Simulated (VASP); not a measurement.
Crystal: AlN.

```
Al N
1.0
     3.01349    0.00000    0.00000
    -1.50675    2.60976    0.00000
     0.00000    0.00000    5.05526
Al N
2 2
Direct
  0.33333 0.66667 0.00070
  0.66667 0.33333 0.50070
  0.33333 0.66667 0.37430
  0.66667 0.33333 0.87430
```

This cell differs from its parent crystal: epitaxial xy strain -3.0%.

Base run:

```yaml
Program: VASP 6.6.1
Functional: r2SCAN
Potentials_or_basis: VASP PAW PBE potentials, release 64 (Al, N)
Cutoff: 520 eV
k_mesh: 12 × 12 × 6
Occupations: gaussian, width 0.01 eV
Spin: no spin polarisation
```

Its results: band gap on the k mesh 5.34 eV, direct; pressure 10.7 GPa.

The run is repeated on the same cell with these changes: functional from r2SCAN to PBE; occupations from gaussian, width 0.01 eV to fermi-dirac, width 0.02 eV. What comes out?

Band gap on the k mesh 4.63 eV, direct; pressure 15.4 GPa.

Caveats: the PAW data sets were made with another functional, which shifts forces and pressure a little (some runs).

A k mesh can miss the band edges.
